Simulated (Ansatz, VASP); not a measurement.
One calculation of Cu5AgOs2, two programs

```xyz
16
Lattice="-3.7692 3.7667 -3.7792 3.7717 3.7548 3.7648 3.7906 -3.7523 -3.7862" Properties=species:S:1:pos:R:3 pbc="T T T"
Cu    1.8846   -1.8423   -3.7712
Cu    0.0010    1.9223   -5.6422
Cu    1.8225    1.9483   -3.8106
Cu    1.9587   -0.0212   -1.9365
Cu    3.7955    1.7783   -1.8224
Cu    3.7846    0.0103   -0.0032
Cu    1.9158    5.6538   -0.0881
Cu    1.8504    3.8389   -1.9149
Cu    0.0747    5.6391   -1.9232
Cu    3.7652    0.0737   -3.7393
Ag   -0.0241   -0.0813   -7.4734
Ag    1.9739    0.0291   -5.6569
Os   -0.0560    0.0148   -3.7125
Os    0.1054    1.8082   -1.8773
Os    1.8441    2.0156   -0.1023
Os    5.6945    0.0199   -1.9965
```

Alike in both runs: functional PBE; k mesh 3 × 3 × 3; occupations gaussian, width 0.1 eV; no spin polarisation.

Ansatz relaxed the structure, and its values are those at the end. VASP's run is a single point on that final structure, the one shown.

|  | VASP | Ansatz |
| --- | --- | --- |
| version | VASP 6.6.1 | Ansatz 0.2.0 |
| potentials or method | VASP PAW PBE potentials, release 64 (Cu, Ag, Os), cutoff 520 eV | scalar-relativistic, plane waves, PAW |
| valence electrons in the cell | 164 | 292 |

```tsv
	VASP	Ansatz	Ansatz less VASP
gap on the k mesh at the Fermi level (eV)	none	none	-
pressure (GPa)	0.1	-0.1	-0.21
rms of the force components (eV/Å)	0.016	0.015	-0.0020
```

A gap of «none» marks a metal or a gap that the smearing closes. VASP's potentials hold 164 valence electrons a cell and Ansatz's 292, so a difference there can come from the potentials and not from the codes.

The k mesh is coarse, so the values compare programs but aren't converged. Spin-orbit coupling is off throughout.
